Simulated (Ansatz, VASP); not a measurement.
## Two plane-wave programs on ZnTe4Ru2

```
Ru Zn Te
1.0
     0.00000    5.96016    0.00000
     5.96016    0.00000    0.00000
     2.98008    2.98008   -5.67680
Ru Zn Te
2 1 4
Cartesian
  2.9801 2.9801 0.0000
  2.9801 5.9602 -2.8384
  0.0000 0.0000 0.0000
  4.6060 4.4808 -4.1231
  1.5007 4.3343 -1.5537
  7.3143 7.4396 -4.1231
  4.4595 1.6259 -1.5537
```

Alike in both runs: functional PBE; k mesh 4 × 4 × 4; occupations gaussian, width 0.1329 eV; collinear spin.

Ansatz relaxed the structure, and its values are those at the end. VASP's run is a single point on that final structure, the one shown.

|  | VASP | Ansatz |
| --- | --- | --- |
| version | VASP 6.6.1 | Ansatz 0.2.0 |
| potentials or method | VASP PAW PBE potentials, release 64 (Ru_pv, Zn, Te), cutoff 520 eV | PAW plane waves |
| valence electrons in the cell | 64 | 108 |

|  | VASP | Ansatz | Ansatz less VASP |
| --- | --- | --- | --- |
| gap on the k mesh at the Fermi level (eV) | none | none | - |
| pressure (GPa) | -0.1 | 0.0 | +0.09 |
| rms of the force components (eV/Å) | 0.014 | 0.004 | -0.0098 |
| net moment per atom (μB) | 0.00 | 0.00 | 0.000 |

A gap of «none» marks a metal or a gap that the smearing closes. VASP's potentials hold 64 valence electrons a cell and Ansatz's 108, so a difference there can come from the potentials and not from the codes. Ansatz's warnings: no starting moments.

Spin-orbit coupling is off throughout.
